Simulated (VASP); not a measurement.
# SiGe2Sb4 (R-3m) in VASP: single point with PBEsol

Aim: the single point of SiGe2Sb4 with PBEsol.

All numbers are computed with VASP 6.6.1; they aren't measurements. Logs are shortened: lines on timing, memory, paths and dates and some standing lists are left out, and cuts for length are marked.

**1. The cell of the first run**

The structure is trigonal, space group R-3m (No. 166). The conventional cell has a = 4.084 Å, b = 4.084 Å, c = 40.227 Å, α = 90.00°, β = 90.00°, γ = 120.00°. Si (site symmetry -3m) has 6 Sb at 2.74 Å within 3.6 Å. Within 3.5 Å of Ge (site symmetry 3m) lie 4 Sb at 2.67 Å. Sb (site symmetry 3m) has 3 Ge at 2.67 Å within 3.5 Å. Sb (site symmetry 3m) has 1 Ge at 2.67 Å and 3 Si at 2.74 Å within 3.5 Å.

**2. Single point, PBEsol**

File INCAR:

```
SYSTEM = SiGe2Sb4
  PREC = Accurate
  ENCUT = 520
  EDIFF = 1E-6
  ISMEAR = -1
  SIGMA = 0.03
  LREAL = .FALSE.
  LASPH = .TRUE.
  NELM = 80
  ALGO = Normal
  ISIF = 2
  LWAVE = .FALSE.
  LCHARG = .FALSE.
  GGA = PS
  NBANDS = 35
```

File KPOINTS:

```
regular mesh
0
G
  6 6 6
  0 0 0
```

File POSCAR:

```
SiGe2Sb4
1.0
    2.0417741116      1.1788188313     13.4088697803
   -2.0417741116      1.1788188313     13.4088697803
    0.0000000000     -2.3576376676     13.4088697799
Si Ge Sb
1 2 4
Direct
    0.0000000000      0.0000000000      0.0000000000
    0.7678684357      0.7678684357      0.7678684357
    0.2321315643      0.2321315643      0.2321315643
    0.8674201242      0.8674201242      0.8674201242
    0.7014485351      0.7014485351      0.7014485351
    0.1325798758      0.1325798758      0.1325798758
    0.2985514649      0.2985514649      0.2985514649
```

Potentials or basis: VASP PAW PBE potentials, release 64 (Si, Ge_d, Sb).

Run with:

```
cat potpaw_PBE.64/Si/POTCAR potpaw_PBE.64/Ge_d/POTCAR potpaw_PBE.64/Sb/POTCAR > POTCAR
mpirun -np 1 vasp_std > vasp.out
```

OUTCAR:

```text
SYSTEM = SiGe2Sb4
   PREC = Accurate
   ENCUT = 520
   EDIFF = 1E-6
   ISMEAR = -1
   LREAL = .FALSE.
   LASPH = .TRUE.
   NELM = 80
   ISIF = 2
   GGA = PS

 ion  position               nearest neighbor table
   1  0.000  0.000  0.000-   5 2.74   5 2.74   7 2.74   7 2.74   5 2.74   7 2.74
   2  0.768  0.768  0.768-   5 2.67   6 2.67   6 2.67   6 2.67
   3  0.232  0.232  0.232-   7 2.67   4 2.67   4 2.67   4 2.67
   4  0.867  0.867  0.867-   3 2.67   3 2.67   3 2.67   6 3.62   6 3.62   6 3.62
   5  0.701  0.701  0.701-   2 2.67   1 2.74   1 2.74   1 2.74   7 3.66   7 3.66   7 3.66
   6  0.133  0.133  0.133-   2 2.67   2 2.67   2 2.67   4 3.62   4 3.62   4 3.62
   7  0.299  0.299  0.299-   3 2.67   1 2.74   1 2.74   1 2.74   5 3.66   5 3.66   5 3.66

  LATTYP: Found a trigonal (rhomboedric) cell.
 ALAT       =    13.6145600056
 COS(alpha) =     0.9550180622

  Lattice vectors:

 A1 = (   2.0417741116,   1.1788188313,  13.4088697803)
 A2 = (  -2.0417741116,   1.1788188313,  13.4088697803)
 A3 = (   0.0000000000,  -2.3576376676,  13.4088697799)

Analysis of symmetry for initial positions (statically):
=====================================================================
 Subroutine PRICEL returns:
 Original cell was already a primitive cell.

 Routine SETGRP: Setting up the symmetry group for a
 trigonal (rhombohedral) supercell.

 Subroutine GETGRP returns: Found 12 space group operations
 (whereof 12 operations were pure point group operations)
 out of a pool of 12 trial point group operations.

The static configuration has the point symmetry D_3d.

Analysis of symmetry for dynamics (positions and initial velocities):
=====================================================================
 Subroutine PRICEL returns:
 Original cell was already a primitive cell.

 Routine SETGRP: Setting up the symmetry group for a
 trigonal (rhombohedral) supercell.

 Subroutine GETGRP returns: Found 12 space group operations
 (whereof 12 operations were pure point group operations)
 out of a pool of 12 trial point group operations.

The dynamic configuration has the point symmetry D_3d.

 Subroutine INISYM returns: Found 12 space group operations
 (whereof 12 operations are pure point group operations),
 and found     1 'primitive' translations

----------------------------------------------------------------------------------------

                                     Primitive cell

  volume of cell :     193.6414

  direct lattice vectors                    reciprocal lattice vectors
     2.041774112  1.178818831 13.408869780     0.244885072  0.141384462  0.024859167
    -2.041774112  1.178818831 13.408869780    -0.244885072  0.141384462  0.024859167
     0.000000000 -2.357637668 13.408869780     0.000000000 -0.282768924  0.024859167

  length of vectors
    13.614560006 13.614560006 13.614560006     0.283859548  0.283859548  0.283859548

  position of ions in fractional coordinates (direct lattice)
     0.000000000  0.000000000  0.000000000
     0.767868436  0.767868436  0.767868436
     0.232131564  0.232131564  0.232131564
     0.867420124  0.867420124  0.867420124
     0.701448535  0.701448535  0.701448535
     0.132579876  0.132579876  0.132579876
     0.298551465  0.298551465  0.298551465

  ion indices of the primitive-cell ions
   primitive index   ion index
                 1           1
                 2           2
                 3           3
                 4           4
                 5           5
                 6           6
                 7           7

----------------------------------------------------------------------------------------

 KPOINTS: regular mesh

Automatic generation of k-mesh.
 Grid dimensions read from file:
 generate k-points for:    6    6    6

 Generating k-lattice:

  Cartesian coordinates                     Fractional coordinates (reciprocal lattice)
     0.040814179  0.023564077  0.004143195     0.166666667  0.000000000  0.000000000
    -0.040814179  0.023564077  0.004143195     0.000000000  0.166666667  0.000000000
     0.000000000 -0.047128154  0.004143194     0.000000000  0.000000000  0.166666667

  Length of vectors
     0.047309925  0.047309925  0.047309925

  Shift w.r.t. Gamma in fractional coordinates (k-lattice)
     0.000000000  0.000000000  0.000000000

 Subroutine IBZKPT returns following result:
 ===========================================

 Found     32 irreducible k-points:

 Following reciprocal coordinates:
            Coordinates               Weight
  0.000000  0.000000  0.000000      1.000000
  0.166667  0.000000  0.000000      6.000000
  0.333333  0.000000  0.000000      6.000000
  0.500000  0.000000  0.000000      3.000000
  0.166667  0.166667  0.000000      6.000000
  0.333333  0.166667  0.000000     12.000000
[... 16 lines left out ...]
  0.500000  0.500000  0.166667      6.000000
 -0.333333  0.500000  0.166667     12.000000
 [... further k-points ...]
   k-points           NKPTS =     32   k-points in BZ     NKDIM =     32   number of bands    NBANDS=     35
   number of dos      NEDOS =    301   number of ions     NIONS =      7
   total plane-waves  NPLWV = ******
   dimension x,y,z NGX =   108 NGY =  108 NGZ =  108
   dimension x,y,z NGXF=   216 NGYF=  216 NGZF=  216
   ions per type =               1   2   4
   NGX,Y,Z   is equivalent  to a cutoff of  13.19, 13.19, 13.19 a.u.
   NGXF,Y,Z  is equivalent  to a cutoff of  26.38, 26.38, 26.38 a.u.
 SYSTEM =  SiGe2Sb4
   PREC   = accura    normal or accurate (medium, high low for compatibility)
   ISTART =      0    job   : 0-new  1-cont  2-samecut
   ICHARG =      2    charge: 1-file 2-atom 10-const
   ISPIN  =      1    spin polarized calculation?
   LNONCOLLINEAR =      F non collinear calculations
   LSORBIT =      F    spin-orbit coupling
   LASPH  =      T    aspherical Exc in radial PAW
   ENCUT  =  520.0 eV  38.22 Ry    6.18 a.u.  25.31 25.31 25.31*2*pi/ulx,y,z
   NELM   =     80;   NELMIN=  2; NELMDL= -5     # of ELM steps
   EDIFF  = 0.1E-05   stopping-criterion for ELM
   LREAL  =      F    real-space projection
   EDIFFG = 0.1E-04   stopping-criterion for IOM
   NSW    =      0    number of steps for IOM
   IBRION =     -1    ionic relax: 0-MD 1-quasi-New 2-CG
   NFREE  =      0    steps in history (QN), initial steepest desc. (CG)
   ISIF   =      2    stress and relaxation
   ISYM   =      2    0-nonsym 1-usesym 2-fastsym
   POTIM  = 0.5000    time-step for ionic-motion
   TEBEG  =    0.0;   TEEND  =   0.0 temperature during run
   PSTRESS=    0.0 pullay stress
   NELECT =      52.0000    total number of electrons
   NUPDOWN=      -1.0000    fix difference up-down
   EMIN   =  10.00;   EMAX   =-10.00  energy-range for DOS
   EFERMI =   0.00;   METHOD = LEGACY
   ISMEAR =    -1;   SIGMA  =   0.03  broadening in eV -4-tet -1-fermi 0-gaus
   EFERMI_NEDOS =   21; number of points for ismear=-14 and -15
   IALGO  =     38    algorithm
   IMIX   =      4    mixing-type and parameters
     AMIX     =   0.40;   BMIX     =  1.00
     AMIX_MAG =   1.60;   BMIX_MAG =  1.00
  volume/ion in A,a.u.               =      27.66       186.68
  Fermi-wavevector in a.u.,A,eV,Ry     =   1.056193  1.995915 15.177888  1.115543
  Thomas-Fermi vector in A             =   2.191419
   LORBIT       =      0    0 simple, 1 ext, 2 COOP (PROOUT), +10 PAW based schemes
   GGA     = PS    functional components
   LHFCALC =     F    Hartree Fock is set to
   AEXX    =    0.0000 exact exchange contribution
   IVDW    =     0    specifies the selected vdW correction
   LEPSILON=     F    determine dielectric tensor
   LRPA    =     F    only Hartree local field effects (RPA)
 non-spin polarized calculation
  energy-cutoff  :      520.00
  volume of cell :      193.64
 maximum number of plane-waves:      5252
 NGX is ok and might be reduce to   108
   NGX = 51   NGY = 51   NGZ = 51

 number of electron      52.0000003 magnetization

 Free energy of the ion-electron system (eV)
  ---------------------------------------------------
  ext. energy  EPLUGINS =         0.00000000
  ---------------------------------------------------
  free energy    TOTEN  =       -32.34341441 eV

  energy without entropy =      -32.33604569  energy(sigma->0) =      -32.33973005

 E-fermi :   6.0122     XC(G=0):  -9.5576

 val. band max:        5.9903243712   @ k =   0.3333   0.3333   0.3333
 cond. band min:       6.0288909522   @ k =   0.5000   0.5000   0.5000
 fundamental gap:      0.0385665810
 Fermi energy:         6.0121955064

 k-point     1 :       0.0000    0.0000    0.0000
  band No.  band energies     occupation
      1     -18.7241      2.00000
      2     -18.7240      2.00000
      3     -18.7099      2.00000
      4     -18.7099      2.00000
      5     -18.7099      2.00000
      6     -18.7099      2.00000
[... 27 lines left out ...]
     34       8.6904      0.00000
     35       8.7287      0.00000

 k-point     2 :       0.1667    0.0000    0.0000
  band No.  band energies     occupation
      1     -18.7234      2.00000
      2     -18.7233      2.00000
      3     -18.7110      2.00000
      4     -18.7110      2.00000
      5     -18.7100      2.00000
      6     -18.7099      2.00000
[... 27 lines left out ...]
     34       9.1746      0.00000
     35       9.3016      0.00000

 k-point     3 :       0.3333    0.0000    0.0000
  band No.  band energies     occupation
      1     -18.7220      2.00000
      2     -18.7220      2.00000
      3     -18.7134      2.00000
      4     -18.7134      2.00000
      5     -18.7102      2.00000
      6     -18.7102      2.00000
[... 27 lines left out ...]
     34       9.6251      0.00000
     35      10.1712      0.00000
[... 723 lines left out ...]
 k-point    23 :       0.5000    0.5000    0.1667
  band No.  band energies     occupation
      1     -18.7220      2.00000
      2     -18.7220      2.00000
      3     -18.7134      2.00000
      4     -18.7134      2.00000
      5     -18.7102      2.00000
      6     -18.7102      2.00000
[... 27 lines left out ...]
     34      10.1120      0.00000
     35      10.6178      0.00000

 k-point    24 :      -0.3333    0.5000    0.1667
  band No.  band energies     occupation
      1     -18.7213      2.00000
      2     -18.7213      2.00000
      3     -18.7143      2.00000
      4     -18.7142      2.00000
      5     -18.7107      2.00000
      6     -18.7107      2.00000
[... 27 lines left out ...]
     34       9.7690      0.00000
     35      10.1115      0.00000

 [... further k-points ...]

------------------------ aborting loop because EDIFF is reached ----------------------------------------

  FORCE on cell =-STRESS in cart. coord.  units (eV):
  Direction    XX          YY          ZZ          XY          YZ          ZX
  --------------------------------------------------------------------------------------
  -------------------------------------------------------------------------------------
  Total        0.1565240      0.1565240      0.2086355      0.0000000     -0.0000000      0.0000000
  in kB        1.2950702      1.2950702      1.7262381      0.0000000     -0.0000000      0.0000000
  external PRESSURE =       1.4387928 kB  Pullay stress =       0.0000000 kB

 VOLUME and BASIS-vectors are now :
 -----------------------------------------------------------------------------
  energy-cutoff  :      520.00
  volume of cell :      193.64
      direct lattice vectors                 reciprocal lattice vectors
     2.041774112  1.178818831 13.408869780     0.244885072  0.141384462  0.024859167
    -2.041774112  1.178818831 13.408869780    -0.244885072  0.141384462  0.024859167
     0.000000000 -2.357637668 13.408869780     0.000000000 -0.282768924  0.024859167

 POSITION                                       TOTAL-FORCE (eV/Angst)
 -----------------------------------------------------------------------------------
      0.00000      0.00000      0.00000         0.000000     -0.000000      0.000000
      0.00000     -0.00000     30.88874         0.000000      0.000000     -0.019487
      0.00000     -0.00000      9.33787         0.000000     -0.000000      0.019487
      0.00000     -0.00000     34.89337         0.000000      0.000000     -0.044938
      0.00000     -0.00000     28.21690         0.000000     -0.000000      0.006474
      0.00000     -0.00000      5.33324         0.000000     -0.000000      0.044938
      0.00000     -0.00000     12.00971         0.000000      0.000000     -0.006474
 -----------------------------------------------------------------------------------
    total drift:                               -0.000000      0.000000      0.000000

  FREE ENERGIE OF THE ION-ELECTRON SYSTEM (eV)
  ---------------------------------------------------
  free  energy   TOTEN  =       -32.3434144126 eV

  energy  without entropy=      -32.3360456917  energy(sigma->0) =      -32.33973005
```

Wall time 35 min (1 thread of Intel Xeon Platinum 8488C (Sapphire Rapids), shared host); peak memory 2 GiB.

What came out:

```
Free energy            : -32.3434 eV
Pressure               : 0.1 GPa
Largest force          : 0.045 eV/Å
Band gap on the k mesh : zero (band 26 reaches 6.26 eV, above the bottom of band 27 at 5.48 eV)
```

Forces on the atoms (eV/Å):
```
Si   0.000  0.000  0.000
Ge   0.000  0.000 -0.019
Ge   0.000  0.000  0.019
Sb   0.000  0.000 -0.045
Sb   0.000  0.000  0.006
Sb   0.000  0.000  0.045
Sb   0.000  0.000 -0.006
```

Levels at points of the mesh, in eV from the Fermi level:
```tsv
k point	band 24	band 25	band 26	band 27	band 28	band 29
(0.00, 0.00, 0.00)	-0.51	-0.38	-0.31	-0.31	0.33	1.49
(0.50, 0.00, 0.00)	-1.83	-1.72	-0.59	-0.54	-0.14	0.92
(0.50, 0.50, 0.00)	-2.23	-2.14	-0.55	-0.04	0.19	0.92
(0.50, 0.50, 0.50)	-0.85	-0.12	-0.12	0.02	0.46	1.70
```

Caveat: the PAW data sets were made with another functional, which shifts forces and pressure a little; spin-orbit coupling is left out, which moves the levels of the heavy elements.
